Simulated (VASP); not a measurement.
# Os (P6_3/mmc) in VASP: further runs, part 3 of 4

VASP 6.6.1. The steps go on from the part before.

## (4) Electric field gradients, PBEsol (zz strain of -1 %)

Contents of INCAR:

```
PREC = Accurate
ENCUT = 520
EDIFF = 1E-8
ISMEAR = -1
SIGMA = 0.08
LREAL = F
LASPH = T
NELM = 100
ALGO = Normal
ISIF = 2
LWAVE = F
LCHARG = F
GGA = PS
LEFG = T
NBANDS = 15
```

Contents of KPOINTS:

```
regular mesh
0
Gamma
  17 17 10
```

Contents of POSCAR:

```
Os
1.0
    2.7340999755      0.0000000000      0.0000000000
   -1.3670499878      2.3678000353      0.0000000000
    0.0000000000      0.0000000000      4.2765030000
Os
2
Direct
    0.3333333333      0.6666666667      0.2500000000
    0.6666666667      0.3333333333      0.7500000000
```

Potentials or basis: VASP PAW PBE potentials, release 64 (Os).

Started as:

```console
> cat potpaw_PBE.64/Os/POTCAR > POTCAR
> mpirun -np 1 vasp_std > vasp.out
```

OUTCAR:

```text
PREC = Accurate
   ENCUT = 520
   EDIFF = 1E-8
   ISMEAR = -1
   LREAL = F
   LASPH = T
   NELM = 100
   ISIF = 2
   GGA = PS

 ion  position               nearest neighbor table
   1  0.333  0.667  0.250-   2 2.66   2 2.66   2 2.66   2 2.66   2 2.66   2 2.66
   2  0.667  0.333  0.750-   1 2.66   1 2.66   1 2.66   1 2.66   1 2.66   1 2.66

  LATTYP: Found a hexagonal cell.
 ALAT       =     2.7340999755
 C/A-ratio  =     1.5641355614

  Lattice vectors:

 A1 = (   2.7340999755,   0.0000000000,   0.0000000000)
 A2 = (  -1.3670499878,   2.3678000353,   0.0000000000)
 A3 = (   0.0000000000,   0.0000000000,   4.2765030000)

Analysis of symmetry for initial positions (statically):
=====================================================================
 Subroutine PRICEL returns:
 Original cell was already a primitive cell.

 Routine SETGRP: Setting up the symmetry group for a
 hexagonal supercell.

 Subroutine GETGRP returns: Found 24 space group operations
 (whereof 12 operations were pure point group operations)
 out of a pool of 24 trial point group operations.

The static configuration has the point symmetry D_3d.
 The point group associated with its full space group is D_6h.

Analysis of symmetry for dynamics (positions and initial velocities):
=====================================================================
 Subroutine PRICEL returns:
 Original cell was already a primitive cell.

 Routine SETGRP: Setting up the symmetry group for a
 hexagonal supercell.

 Subroutine GETGRP returns: Found 24 space group operations
 (whereof 12 operations were pure point group operations)
 out of a pool of 24 trial point group operations.

The dynamic configuration has the point symmetry D_3d.
 The point group associated with its full space group is D_6h.

 Subroutine INISYM returns: Found 24 space group operations
 (whereof 12 operations are pure point group operations),
 and found     1 'primitive' translations

----------------------------------------------------------------------------------------

                                     Primitive cell

  volume of cell :      27.6852

  direct lattice vectors                    reciprocal lattice vectors
     2.734099975  0.000000000  0.000000000     0.365751073  0.211166481  0.000000000
    -1.367049988  2.367800035  0.000000000     0.000000000  0.422332961  0.000000000
     0.000000000  0.000000000  4.276503000     0.000000000  0.000000000  0.233835917

  length of vectors
     2.734099975  2.734099976  4.276503000     0.422332961  0.422332961  0.233835917

  position of ions in fractional coordinates (direct lattice)
     0.333333333  0.666666667  0.250000000
     0.666666667  0.333333333  0.750000000

  ion indices of the primitive-cell ions
   primitive index   ion index
                 1           1
                 2           2

----------------------------------------------------------------------------------------

 KPOINTS: regular mesh

[... 79 lines left out ...]
   NUPDOWN=      -1.0000    fix difference up-down
   EMIN   =  10.00;   EMAX   =-10.00  energy-range for DOS
   EFERMI =   0.00;   METHOD = LEGACY
   ISMEAR =    -1;   SIGMA  =   0.08  broadening in eV -4-tet -1-fermi 0-gaus
   EFERMI_NEDOS =   21; number of points for ismear=-14 and -15
   IALGO  =     38    algorithm
   IMIX   =      4    mixing-type and parameters
     AMIX     =   0.40;   BMIX     =  1.00
     AMIX_MAG =   1.60;   BMIX_MAG =  1.00
  volume/ion in A,a.u.               =      13.84        93.41
  Fermi-wavevector in a.u.,A,eV,Ry     =   1.363637  2.576900 25.300111  1.859506
  Thomas-Fermi vector in A             =   2.490023
   LORBIT       =      0    0 simple, 1 ext, 2 COOP (PROOUT), +10 PAW based schemes
   GGA     = PS    functional components
   LHFCALC =     F    Hartree Fock is set to
   AEXX    =    0.0000 exact exchange contribution
   IVDW    =     0    specifies the selected vdW correction
   LEPSILON=     F    determine dielectric tensor
   LRPA    =     F    only Hartree local field effects (RPA)
 non-spin polarized calculation
  energy-cutoff  :      520.00
  volume of cell :       27.69
 maximum number of plane-waves:       760
   NGX = 11   NGY = 11   NGZ = 15

 number of electron      15.9999998 magnetization

 Free energy of the ion-electron system (eV)
  ---------------------------------------------------
  ext. energy  EPLUGINS =         0.00000000
  ---------------------------------------------------
  free energy    TOTEN  =       -24.49281988 eV

  energy without entropy =      -24.46638073  energy(sigma->0) =      -24.47960030

 E-fermi :   9.5128     XC(G=0): -14.2135

 val. band max:        9.5011649738   @ k =   0.2941  -0.0000   0.1000
 cond. band min:       9.5154931520   @ k =   0.1176   0.1176   0.3000
 fundamental gap:      0.0143281781
 Fermi energy:         9.5127798683

 k-point     1 :       0.0000    0.0000    0.0000
  band No.  band energies     occupation
      1      -1.6229      2.00000
      2       1.5493      2.00000
      3       6.3299      2.00000
      4       6.3299      2.00000
      5       6.7259      2.00000
      6       7.2194      2.00000
      7       7.2194      2.00000
      8       7.7834      2.00000
      9       7.7834      2.00000
     10       9.5837      0.58381
     11      11.1821      0.00000
     12      11.1821      0.00000
     13      18.7614      0.00000
     14      23.4481      0.00000
[... 401 lines left out ...]
      2       3.5511      2.00000
      3       4.1755      2.00000
      4       4.1934      2.00000
      5       5.9448      2.00000
      6       6.5104      2.00000
      7       7.5130      2.00000
      8       8.6930      1.99993
      9       9.6933      0.18968
     10      10.6500      0.00000
     11      11.8530      0.00000
     12      18.2377      0.00000
     13      18.8773      0.00000
     14      22.3387      0.00000
     15      22.8376      0.00000

 [... further k-points ...]
[... 5 lines left out ...]
  --------------------------------------------------------------------------------------
  -------------------------------------------------------------------------------------
  Total        0.0775113      0.0775113      1.0877931     -0.0000000     -0.0000000      0.0000000
  in kB        4.4856715      4.4856715     62.9518757     -0.0000000     -0.0000000      0.0000000
  external PRESSURE =      23.9744062 kB  Pullay stress =       0.0000000 kB

 VOLUME and BASIS-vectors are now :
 -----------------------------------------------------------------------------
  energy-cutoff  :      520.00
  volume of cell :       27.69
      direct lattice vectors                 reciprocal lattice vectors
     2.734099975  0.000000000  0.000000000     0.365751073  0.211166481  0.000000000
    -1.367049988  2.367800035  0.000000000     0.000000000  0.422332961  0.000000000
     0.000000000  0.000000000  4.276503000     0.000000000  0.000000000  0.233835917

 POSITION                                       TOTAL-FORCE (eV/Angst)
 -----------------------------------------------------------------------------------
     -0.00000      1.57853      1.06913        -0.000000      0.000000      0.000000
      1.36705      0.78927      3.20738         0.000000     -0.000000      0.000000
 -----------------------------------------------------------------------------------
    total drift:                               -0.000000      0.000000     -0.000000

  FREE ENERGIE OF THE ION-ELECTRON SYSTEM (eV)
  ---------------------------------------------------
  free  energy   TOTEN  =       -24.4928198826 eV

  energy  without entropy=      -24.4663807262  energy(sigma->0) =      -24.47960030

 Electric field gradients (V/A^2)
---------------------------------------------------------------------
 ion       V_xx      V_yy      V_zz      V_xy      V_xz      V_yz
---------------------------------------------------------------------
   1      51.876    51.876  -103.752    -0.000     0.000    -0.000
   2      51.876    51.876  -103.752    -0.000    -0.000     0.000
---------------------------------------------------------------------

 Electric field gradients after diagonalization (V/A^2)
 (convention: |V_zz| > |V_xx| > |V_yy|)
----------------------------------------------------------------------
 ion       V_xx      V_yy      V_zz     asymmetry (V_yy - V_xx)/ V_zz
----------------------------------------------------------------------
   1      51.876    51.876  -103.752       0.000
   2      51.876    51.876  -103.752       0.000
----------------------------------------------------------------------

           NMR quadrupolar parameters

 Cq : quadrupolar parameter    Cq=e*Q*V_zz/h
 eta: asymmetry parameters     (V_yy - V_xx)/ V_zz
 Q  : nuclear electric quadrupole moment in mb (millibarn)
----------------------------------------------------------------------
 ion       Cq(MHz)       eta       Q (mb)
----------------------------------------------------------------------
   1      -0.251       0.000       1.000
   2      -0.251       0.000       1.000
----------------------------------------------------------------------
```

OSZICAR:

```text
N       E                     dE             d eps       ncg     rms          rms(c)
DAV:   1     0.101466842911E+03    0.10147E+03   -0.74285E+03  5948   0.103E+03
DAV:   2    -0.213694891189E+02   -0.12284E+03   -0.10767E+03  6087   0.329E+02
DAV:   3    -0.259960710323E+02   -0.46266E+01   -0.44726E+01  8075   0.563E+01
DAV:   4    -0.260301114183E+02   -0.34040E-01   -0.33987E-01  6451   0.492E+00
DAV:   5    -0.260302948187E+02   -0.18340E-03   -0.18339E-03  8047   0.336E-01    0.248E+01
DAV:   6    -0.248484115698E+02    0.11819E+01   -0.98375E-01  7536   0.843E+00    0.112E+01
DAV:   7    -0.245022717943E+02    0.34614E+00   -0.66320E-01  7655   0.682E+00    0.578E-01
DAV:   8    -0.244958459943E+02    0.64258E-02   -0.70215E-03  6080   0.634E-01    0.362E-01
DAV:   9    -0.244928223716E+02    0.30236E-02   -0.17353E-03  7291   0.430E-01    0.513E-02
DAV:  10    -0.244928394838E+02   -0.17112E-04   -0.61683E-05  7655   0.680E-02    0.118E-02
DAV:  11    -0.244928207442E+02    0.18740E-04   -0.40924E-06  6780   0.214E-02    0.146E-03
DAV:  12    -0.244928200697E+02    0.67451E-06   -0.11274E-07  7655   0.333E-03    0.820E-04
DAV:  13    -0.244928199397E+02    0.13001E-06   -0.24278E-09  4909   0.450E-04    0.294E-04
DAV:  14    -0.244928199013E+02    0.38326E-07   -0.30597E-10  3887   0.142E-04    0.106E-04
DAV:  15    -0.244928198887E+02    0.12576E-07   -0.64005E-11  3600   0.926E-05    0.808E-05
DAV:  16    -0.244928198826E+02    0.61555E-08   -0.93293E-12  3369   0.303E-05
   1 F= -.24492820E+02 E0= -.24479600E+02  d E =-.264392E-01
```

stdout:

```text
POSCAR found type information on POSCAR Os
 POSCAR found :  1 types and       2 ions
 scaLAPACK will be used
 -----------------------------------------------------------------------------
|                                                                             |
|                                                                             |
|     You enforced a specific xc type in the INCAR file but a different       |
|     I HOPE YOU KNOW WHAT YOU ARE DOING!                                     |
|                                                                             |
 -----------------------------------------------------------------------------

 LDA part: xc-table for (Slater+PW92), standard interpolation
 POSCAR, INCAR and KPOINTS ok, starting setup
 FFT: planning ... GRIDC
 FFT: planning ... GRID_SOFT
 FFT: planning ... GRID
 WAVECAR not read
 entering main loop
ion   1

ion   2
```

Run time: 57 s. Hardware: 1 thread of Intel Xeon Platinum 8375C at 2.90GHz (Ice Lake), shared host; peak memory 0.19 GiB.

Results:

* Free energy: -24.4928 eV
* Pressure: 2.4 GPa
* Band gap on the k mesh: zero (band 8 reaches 11.50 eV, above the bottom of band 9 at 7.59 eV)

Levels at points of the mesh, in eV from the Fermi level:
```
           k point  band 5  band 6  band 7  band 8  band 9  band 10  band 11  band 12
(0.00, 0.00, 0.00)   -2.79   -2.29   -2.29   -1.73   -1.73     0.07     1.67     1.67
(0.00, 0.00, 0.50)   -3.41   -3.41   -3.41   -3.41    0.88     0.88     0.88     0.88
```

Electric field gradients, principal values (V/Å²):
```csv
atom,least,middle,greatest (by size)
1 Os,51.876,51.876,-103.752
2 Os,51.876,51.876,-103.752
```

Caveat: the cell differs from its parent crystal (zz strain of -1 %); without QUAD_EFG the Cq values of the log hold for a quadrupole moment of 1 mb, not for the nuclei; the PAW data sets were made with another functional, which shifts forces and pressure a little; spin-orbit coupling is left out, which moves the levels of the heavy elements.

[end of part 3 of 4]
